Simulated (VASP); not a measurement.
# K2C (P4mm) in VASP: single point with PBE

Aim: the single point of K2C with PBE.

Program: VASP 6.6.1. These are calculated values, not measurements. Logs are shortened: lines on timing, memory, paths and dates and some standing lists are left out, and cuts for length are marked.

### 1 The cell of the first run

The structure is tetragonal, space group P4mm (No. 99). Conventional cell: a = 6.381 Å, b = 6.381 Å, c = 3.851 Å, α = 90.00°, β = 90.00°, γ = 90.00°. Within 3.2 Å of K (site symmetry m) lie 2 C at 2.42 Å and 2 K at 2.81 Å. C (site symmetry 2mm) has 4 K at 2.42 Å within 3.2 Å.

The cell was generated, and may not be a known phase.

### 2 Single point, PBE

Input file INCAR:

```
SYSTEM = K2C
ALGO = Normal
EDIFF = 1E-7
ENCUT = 520
GGA = PE
ISIF = 2
ISMEAR = 0
LASPH = .True.
LCHARG = .False.
LREAL = .False.
LWAVE = .False.
NBANDS = 31
NELM = 100
PREC = Accurate
SIGMA = 0.1
```

Input file KPOINTS:

```
k-points
0
Gamma
  4 4 4
  0 0 0
```

Input file POSCAR:

```
K2C
1.0
    6.3810240400      0.0000000000      0.0000000000
    0.0000000000      6.3810240400      0.0000000000
    0.0000000000      0.0000000000      3.8505645000
K C
4 2
Direct
    0.2201221300      0.2201221300      0.6017487600
    0.7798778700      0.7798778700      0.6017487600
    0.7798778700      0.2201221300      0.6017487600
    0.2201221300      0.7798778700      0.6017487600
    0.5000000000      0.0000000000      0.8209093000
    0.0000000000      0.5000000000      0.8209093000
```

Potentials or basis: VASP PAW PBE potentials, release 64 (K_sv, C).

The run is started by

```console
$ cat potpaw_PBE.64/K_sv/POTCAR potpaw_PBE.64/C/POTCAR > POTCAR
$ mpirun -np 1 vasp_std > vasp.out
```

OUTCAR:

```text
SYSTEM = K2C
   EDIFF = 1E-7
   ENCUT = 520
   GGA = PE
   ISIF = 2
   ISMEAR = 0
   LASPH = .True.
   LREAL = .False.
   NELM = 100
   PREC = Accurate

 ion  position               nearest neighbor table
   1  0.220  0.220  0.602-   5 2.42   6 2.42   3 2.81   4 2.81   3 3.57   4 3.57
   2  0.780  0.780  0.602-   5 2.42   6 2.42   3 2.81   4 2.81   3 3.57   4 3.57
   3  0.780  0.220  0.602-   5 2.42   6 2.42   1 2.81   2 2.81   2 3.57   1 3.57
   4  0.220  0.780  0.602-   5 2.42   6 2.42   1 2.81   2 2.81   2 3.57   1 3.57
   5  0.500  0.000  0.821-   1 2.42   2 2.42   3 2.42   4 2.42
   6  0.000  0.500  0.821-   1 2.42   2 2.42   3 2.42   4 2.42

  LATTYP: Found a simple tetragonal cell.
 ALAT       =     6.3810240400
 C/A-ratio  =     0.6034398987

  Lattice vectors:

 A1 = (   6.3810240400,   0.0000000000,   0.0000000000)
 A2 = (   0.0000000000,   6.3810240400,   0.0000000000)
 A3 = (   0.0000000000,   0.0000000000,   3.8505645000)

Analysis of symmetry for initial positions (statically):
=====================================================================
 Subroutine PRICEL returns:
 Original cell was already a primitive cell.

 Routine SETGRP: Setting up the symmetry group for a
 simple tetragonal supercell.

 Subroutine GETGRP returns: Found  8 space group operations
 (whereof  8 operations were pure point group operations)
 out of a pool of 16 trial point group operations.

The static configuration has the point symmetry C_4v.

Analysis of symmetry for dynamics (positions and initial velocities):
=====================================================================
 Subroutine PRICEL returns:
 Original cell was already a primitive cell.

 Routine SETGRP: Setting up the symmetry group for a
 simple tetragonal supercell.

 Subroutine GETGRP returns: Found  8 space group operations
 (whereof  8 operations were pure point group operations)
 out of a pool of 16 trial point group operations.

The dynamic configuration has the point symmetry C_4v.

 Subroutine INISYM returns: Found  8 space group operations
 (whereof  8 operations are pure point group operations),
 and found     1 'primitive' translations

----------------------------------------------------------------------------------------

                                     Primitive cell

  volume of cell :     156.7852

  direct lattice vectors                    reciprocal lattice vectors
     6.381024040  0.000000000  0.000000000     0.156714658  0.000000000  0.000000000
     0.000000000  6.381024040  0.000000000     0.000000000  0.156714658  0.000000000
     0.000000000  0.000000000  3.850564500     0.000000000  0.000000000  0.259702181

  length of vectors
     6.381024040  6.381024040  3.850564500     0.156714658  0.156714658  0.259702181

  position of ions in fractional coordinates (direct lattice)
     0.220122130  0.220122130  0.601748760
     0.779877870  0.779877870  0.601748760
     0.779877870  0.220122130  0.601748760
     0.220122130  0.779877870  0.601748760
     0.500000000  0.000000000  0.820909300
     0.000000000  0.500000000  0.820909300

  ion indices of the primitive-cell ions
   primitive index   ion index
                 1           1
                 2           2
                 3           3
                 4           4
                 5           5
                 6           6

----------------------------------------------------------------------------------------

 KPOINTS: k-points

Automatic generation of k-mesh.
 Grid dimensions read from file:
 generate k-points for:    4    4    4

 Generating k-lattice:

  Cartesian coordinates                     Fractional coordinates (reciprocal lattice)
     0.039178664  0.000000000  0.000000000     0.250000000  0.000000000  0.000000000
     0.000000000  0.039178664  0.000000000     0.000000000  0.250000000  0.000000000
     0.000000000  0.000000000  0.064925545     0.000000000  0.000000000  0.250000000

  Length of vectors
     0.039178664  0.039178664  0.064925545

  Shift w.r.t. Gamma in fractional coordinates (k-lattice)
     0.000000000  0.000000000  0.000000000

 Subroutine IBZKPT returns following result:
 ===========================================

 Found     18 irreducible k-points:

 Following reciprocal coordinates:
            Coordinates               Weight
  0.000000  0.000000  0.000000      1.000000
  0.250000  0.000000  0.000000      4.000000
  0.500000  0.000000  0.000000      2.000000
  0.250000  0.250000  0.000000      4.000000
  0.500000  0.250000  0.000000      4.000000
  0.500000  0.500000  0.000000      1.000000
[... 10 lines left out ...]
  0.500000  0.250000  0.500000      4.000000
  0.500000  0.500000  0.500000      1.000000
   k-points           NKPTS =     18   k-points in BZ     NKDIM =     18   number of bands    NBANDS=     31
   number of dos      NEDOS =    301   number of ions     NIONS =      6
   total plane-waves  NPLWV =  69120
   dimension x,y,z NGX =    48 NGY =   48 NGZ =   30
   dimension x,y,z NGXF=    96 NGYF=   96 NGZF=   60
   ions per type =               4   2
   NGX,Y,Z   is equivalent  to a cutoff of  12.51, 12.51, 12.95 a.u.
   NGXF,Y,Z  is equivalent  to a cutoff of  25.01, 25.01, 25.90 a.u.
 SYSTEM =  K2C
   PREC   = accura    normal or accurate (medium, high low for compatibility)
   ISTART =      0    job   : 0-new  1-cont  2-samecut
   ICHARG =      2    charge: 1-file 2-atom 10-const
   ISPIN  =      1    spin polarized calculation?
   LNONCOLLINEAR =      F non collinear calculations
   LSORBIT =      F    spin-orbit coupling
   LASPH  =      T    aspherical Exc in radial PAW
   ENCUT  =  520.0 eV  38.22 Ry    6.18 a.u.  11.86 11.86  7.16*2*pi/ulx,y,z
   NELM   =    100;   NELMIN=  2; NELMDL= -5     # of ELM steps
   EDIFF  = 0.1E-06   stopping-criterion for ELM
   LREAL  =      F    real-space projection
   EDIFFG = 0.1E-05   stopping-criterion for IOM
   NSW    =      0    number of steps for IOM
   IBRION =     -1    ionic relax: 0-MD 1-quasi-New 2-CG
   NFREE  =      0    steps in history (QN), initial steepest desc. (CG)
   ISIF   =      2    stress and relaxation
   ISYM   =      2    0-nonsym 1-usesym 2-fastsym
   POTIM  = 0.5000    time-step for ionic-motion
   TEBEG  =    0.0;   TEEND  =   0.0 temperature during run
   PSTRESS=    0.0 pullay stress
   NELECT =      44.0000    total number of electrons
   NUPDOWN=      -1.0000    fix difference up-down
   EMIN   =  10.00;   EMAX   =-10.00  energy-range for DOS
   EFERMI =   0.00;   METHOD = LEGACY
   ISMEAR =     0;   SIGMA  =   0.10  broadening in eV -4-tet -1-fermi 0-gaus
   EFERMI_NEDOS =   21; number of points for ismear=-14 and -15
   IALGO  =     38    algorithm
   IMIX   =      4    mixing-type and parameters
     AMIX     =   0.40;   BMIX     =  1.00
     AMIX_MAG =   1.60;   BMIX_MAG =  1.00
  volume/ion in A,a.u.               =      26.13       176.34
  Fermi-wavevector in a.u.,A,eV,Ry     =   1.071825  2.025456 15.630502  1.148809
  Thomas-Fermi vector in A             =   2.207577
   LORBIT       =      0    0 simple, 1 ext, 2 COOP (PROOUT), +10 PAW based schemes
   GGA     = PE    functional components
   LHFCALC =     F    Hartree Fock is set to
   AEXX    =    0.0000 exact exchange contribution
   IVDW    =     0    specifies the selected vdW correction
   LEPSILON=     F    determine dielectric tensor
   LRPA    =     F    only Hartree local field effects (RPA)
 non-spin polarized calculation
 Gauss-broadening in eV      SIGMA  =   0.10
  energy-cutoff  :      520.00
  volume of cell :      156.79
 maximum number of plane-waves:      4252
 NGX is ok and might be reduce to    48
   NGX = 23   NGY = 23   NGZ = 15

 number of electron      43.9999999 magnetization

 Free energy of the ion-electron system (eV)
  ---------------------------------------------------
  ext. energy  EPLUGINS =         0.00000000
  ---------------------------------------------------
  free energy    TOTEN  =        -9.11144352 eV

  energy without entropy =       -9.06003115  energy(sigma->0) =       -9.08573733

 E-fermi :   1.1472     XC(G=0):  -7.9402

 val. band max:        1.0988302683   @ k =   0.5000   0.0000   0.2500
 cond. band min:       1.1579665146   @ k =   0.2500   0.0000   0.0000
 fundamental gap:      0.0591362463
 Fermi energy:         1.1472143648

 k-point     1 :       0.0000    0.0000    0.0000
  band No.  band energies     occupation
      1     -29.8260      2.00000
      2     -29.5669      2.00000
      3     -29.5669      2.00000
      4     -29.3252      2.00000
      5     -14.3900      2.00000
      6     -14.2016      2.00000
[... 23 lines left out ...]
     30       5.3727      0.00000
     31       6.1261      0.00000

 k-point     2 :       0.2500    0.0000    0.0000
  band No.  band energies     occupation
      1     -29.8145      2.00000
      2     -29.5793      2.00000
      3     -29.5572      2.00000
      4     -29.3356      2.00000
      5     -14.2944      2.00000
      6     -14.1320      2.00000
[... 23 lines left out ...]
     30       5.8064      0.00000
     31       6.1924      0.00000

 k-point     3 :       0.5000    0.0000    0.0000
  band No.  band energies     occupation
      1     -29.8017      2.00000
      2     -29.5932      2.00000
      3     -29.5466      2.00000
      4     -29.3470      2.00000
      5     -14.2159      2.00000
      6     -13.9703      2.00000
[... 23 lines left out ...]
     30       5.8109      0.00000
     31       5.9827      0.00000

 k-point     4 :       0.2500    0.2500    0.0000
  band No.  band energies     occupation
      1     -29.8032      2.00000
      2     -29.5697      2.00000
      3     -29.5696      2.00000
      4     -29.3461      2.00000
      5     -14.1667      2.00000
      6     -14.0959      2.00000
[... 431 lines left out ...]
     30       6.2663      0.00000
     31       6.5172      0.00000

 k-point    17 :       0.5000    0.2500    0.5000
  band No.  band energies     occupation
      1     -29.7706      2.00000
      2     -29.5653      2.00000
      3     -29.5414      2.00000
      4     -29.3417      2.00000
      5     -14.0362      2.00000
      6     -13.8901      2.00000
[... 23 lines left out ...]
     30       6.3232      0.00000
     31       6.9090      0.00000

 k-point    18 :       0.5000    0.5000    0.5000
  band No.  band energies     occupation
      1     -29.7584      2.00000
      2     -29.5547      2.00000
      3     -29.5547      2.00000
      4     -29.3531      2.00000
      5     -13.9315      2.00000
      6     -13.7494      2.00000
[... 23 lines left out ...]
     30       6.1918      0.00000
     31       7.4001      0.00000

------------------------ aborting loop because EDIFF is reached ----------------------------------------

  FORCE on cell =-STRESS in cart. coord.  units (eV):
  Direction    XX          YY          ZZ          XY          YZ          ZX
  --------------------------------------------------------------------------------------
  -------------------------------------------------------------------------------------
  Total       15.0694797     15.0694797      2.0700081      0.0000000      0.0000000      0.0000000
  in kB      153.9939560    153.9939560     21.1532671      0.0000000      0.0000000      0.0000000
  external PRESSURE =     109.7137263 kB  Pullay stress =       0.0000000 kB

 VOLUME and BASIS-vectors are now :
 -----------------------------------------------------------------------------
  energy-cutoff  :      520.00
  volume of cell :      156.79
      direct lattice vectors                 reciprocal lattice vectors
     6.381024040  0.000000000  0.000000000     0.156714658  0.000000000  0.000000000
     0.000000000  6.381024040  0.000000000     0.000000000  0.156714658  0.000000000
     0.000000000  0.000000000  3.850564500     0.000000000  0.000000000  0.259702181

 POSITION                                       TOTAL-FORCE (eV/Angst)
 -----------------------------------------------------------------------------------
      1.40460      1.40460      2.31707         0.818942      0.818942     -0.869998
      4.97642      4.97642      2.31707        -0.818942     -0.818942     -0.869998
      4.97642      1.40460      2.31707        -0.818942      0.818942     -0.869998
      1.40460      4.97642      2.31707         0.818942     -0.818942     -0.869998
      3.19051      0.00000      3.16096        -0.000000     -0.000000      1.739996
      0.00000      3.19051      3.16096         0.000000     -0.000000      1.739996
 -----------------------------------------------------------------------------------
    total drift:                               -0.000000     -0.000000     -0.000022

  FREE ENERGIE OF THE ION-ELECTRON SYSTEM (eV)
  ---------------------------------------------------
  free  energy   TOTEN  =        -9.1114435196 eV

  energy  without entropy=       -9.0600311491  energy(sigma->0) =       -9.08573733
```

It took 63 s on 1 thread of AMD EPYC 7R13 (Zen 3), shared host; peak memory 0.24 GiB.

What came out:

* Free energy: -9.1114 eV
* Pressure: 11.0 GPa
* Largest force: 1.740 eV/Å
* Band gap on the k mesh: zero (bands 22 and 23 overlap by 0.49 eV)

Forces in eV/Å, atoms in the order of the input:
```
K    0.819  0.819 -0.870
K   -0.819 -0.819 -0.870
K   -0.819  0.819 -0.870
K    0.819 -0.819 -0.870
C    0.000  0.000  1.740
C    0.000  0.000  1.740
```

Levels at points of the mesh, in eV from the Fermi level:
| k point | band 18 | band 19 | band 20 | band 21 | band 22 | band 23 | band 24 | band 25 | band 26 | band 27 |
| --- | --- | --- | --- | --- | --- | --- | --- | --- | --- | --- |
| (0.00, 0.00, 0.00) | -7.24 | -0.90 | -0.90 | -0.81 | 0.35 | 0.35 | 0.85 | 0.99 | 2.34 | 3.93 |
| (0.50, 0.00, 0.00) | -7.71 | -0.68 | -0.56 | -0.20 | -0.17 | -0.05 | 0.32 | 1.55 | 2.03 | 4.10 |
| (0.50, 0.50, 0.00) | -7.68 | -1.17 | -0.84 | 0.18 | 0.42 | 0.42 | 0.47 | 1.00 | 2.38 | 3.56 |
| (0.00, 0.00, 0.50) | -7.30 | -1.36 | -0.58 | -0.32 | -0.32 | 0.04 | 0.04 | 1.23 | 1.87 | 3.67 |
| (0.50, 0.00, 0.50) | -7.54 | -1.35 | -1.10 | -0.09 | -0.07 | 0.07 | 0.09 | 1.75 | 2.83 | 2.92 |
| (0.50, 0.50, 0.50) | -7.52 | -0.93 | -0.93 | -0.50 | -0.24 | 0.04 | 0.20 | 1.60 | 2.90 | 3.32 |

Caveat: the k points lie up to 0.41 Å⁻¹ apart; forces of over 1 eV/Å act on the atoms, so gaps and moduli don't describe the material at rest.

The gap in the log of VASP goes by the Fermi energy; the results here count the filled bands.